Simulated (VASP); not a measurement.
A run of VASP 6.6.1:

Contents of INCAR:

```
PREC = Accurate
ENCUT = 520
EDIFF = 1E-6
ISMEAR = 0
SIGMA = 0.02
LREAL = Auto
LASPH = T
NELM = 60
ALGO = Normal
ISIF = 2
LWAVE = F
LCHARG = T
GGA = CA
LELF = T
LVHAR = T
NBANDS = 93
```

File KPOINTS:

```
Automatic mesh
0
Gamma
  2 2 1
```

File POSCAR:

```
HC17
1.0
    9.8640000000      0.0000000000      0.0000000000
   -4.9320000000      8.5424750000      0.0000000000
    0.0000000000      0.0000000000     12.0000000000
C H
34 2
Direct
   -0.0161486537     -0.0093313706      0.1222062500
    0.1679554458      0.0827241520      0.1222180000
   -0.0087107092      0.2406606985      0.0728369167
    0.1605216157      0.3252768080      0.0728397500
   -0.0079186705      0.4912472088      0.0727638333
    0.1597290416      0.5750716274      0.0727635833
   -0.0091173617      0.7416701834      0.0860293333
    0.1609277975      0.8266946055      0.0860316667
    0.2457016354     -0.0096314007      0.0935865000
    0.4093254581      0.0733838846      0.0802420833
    0.2452695432      0.2464202705      0.0795028333
    0.4101400740      0.3256278772      0.0739878333
    0.2431344977      0.4920666434      0.0707257500
    0.4097950037      0.5745224891      0.0716160000
    0.2428173487      0.7414862789      0.0760977500
    0.4093602890      0.8241492073      0.0738934167
    0.4923241600     -0.0097667245      0.0732110000
    0.6585452781      0.0742681717      0.0705390833
    0.4928549482      0.2409953790      0.0772068333
    0.6584754965      0.3236545615      0.0736044167
    0.4932642519      0.4916268412      0.0705418333
    0.6594851107      0.5738122734      0.0732102500
    0.4933342745      0.7410844047      0.0736007500
    0.6589550085      0.8240452562      0.0771990000
    0.7416693196     -0.0086072245      0.0739793333
    0.9065405423      0.0770555372      0.0794935833
    0.7420153668      0.2406327206      0.0716160000
    0.9086760634      0.3248371227      0.0707247500
    0.7424498662      0.4906929198      0.0738948333
    0.9089929057      0.5745725917      0.0760980000
    0.7424837282      0.7399617792      0.0802345833
    0.9061079040      0.8205692144      0.0935762500
    0.9975426264      1.0416245877      0.2444677500
    1.1542263927      1.1199744805      0.2444800000
    0.9092309820      1.0463932291      0.2974745833
    1.2425024014      1.2130579253      0.2975047500
```

Potentials or basis: VASP PAW LDA potentials, release 64 (C, H).

Run with:

```sh
$ cat potpaw_LDA.64/C/POTCAR potpaw_LDA.64/H/POTCAR > POTCAR
$ mpirun -np 1 vasp_std > vasp.out
```

Hardware: 1 thread of AMD EPYC 7R13 (shared host).

Problem. Estimate the wall time of this run.

Solution. Run time: 28 min on 1 thread of AMD EPYC 7R13, with other jobs on the host, peak memory 0.78 GiB. Counts: scf iterations 24, k points 4.
